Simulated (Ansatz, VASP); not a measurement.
## One calculation of Si, two programs

The input INCAR:

```
SYSTEM = Si
PREC = Accurate ; ENCUT = 520
EDIFF = 1E-6 ; ISMEAR = 0
SIGMA = 0.1 ; LREAL = .False.
LASPH = .True. ; NELM = 100
ALGO = Normal ; ISIF = 2
LWAVE = .False. ; LCHARG = .False.
LDIPOL = .True. ; IDIPOL = 3
DIPOL = 0.5 0.5 0.500 ; GGA = CA
NBANDS = 11
```

The input KPOINTS:

```
Automatic mesh
0
Gamma
  15 15 1
  0 0 0
```

POSCAR

```
Si
1.0
    3.5850000000      0.0000000000      0.0000000000
   -1.7925000000      3.1047010726      0.0000000000
    0.0000000000      0.0000000000     28.0000000000
Si
2
Direct
    0.3333333333      0.6666666667      0.5025535714
    0.6666666667      0.3333333333      0.4974464286
```

Input for Ansatz:

```yaml
crystal:
  lattice:
    - [3.585, 0.0, 0.0]
    - [-1.7925, 3.1047010726, 0.0]
    - [0.0, 0.0, 28.0]
  atoms:
    - { symbol: Si, position: [0.3333333333, 0.6666666667, 0.5025535714] }
    - { symbol: Si, position: [0.6666666667, 0.3333333333, 0.4974464286] }
  periodic: [true, true, false]
basis:
  ecutwfc: 420
kpoints:
  mp_grid: { grid: [15, 15, 1] }
hamiltonian:
  xc: lda
  pseudopotentials: { kind: paw, azcp: { folder: soft_1 } }
scf:
  occupations: { method: gaussian, width: 0.1 }
output:
  forces: true
  stress: true
  eigenvalues: true
```

Alike in both runs: task single point; functional LDA; k mesh 15 × 15 × 1; occupations gaussian, width 0.1 eV; no spin polarisation.

|  | VASP | Ansatz |
| --- | --- | --- |
| version | VASP 6.6.1 | Ansatz 0.2.0 |
| potentials or method | VASP PAW LDA potentials, release 64 (Si), cutoff 520 eV | scalar-relativistic, plane waves, PAW |
| valence electrons in the cell | 8 | 8 |

```csv
,VASP,Ansatz,Ansatz less VASP
gap on the k mesh at the Fermi level (eV),none,none,-
rms of the force components (eV/Å),0.277,0.277,-0.0001
```

Ansatz warns that its potentials were made for another functional, while VASP's fit it. LDA's correlation is that of Perdew and Zunger in VASP and of Perdew and Wang (1992) in Ansatz. Atom by atom the forces differ by 0.000 eV/Å (rms over components). A gap of «none» marks a metal or a gap that the smearing closes.
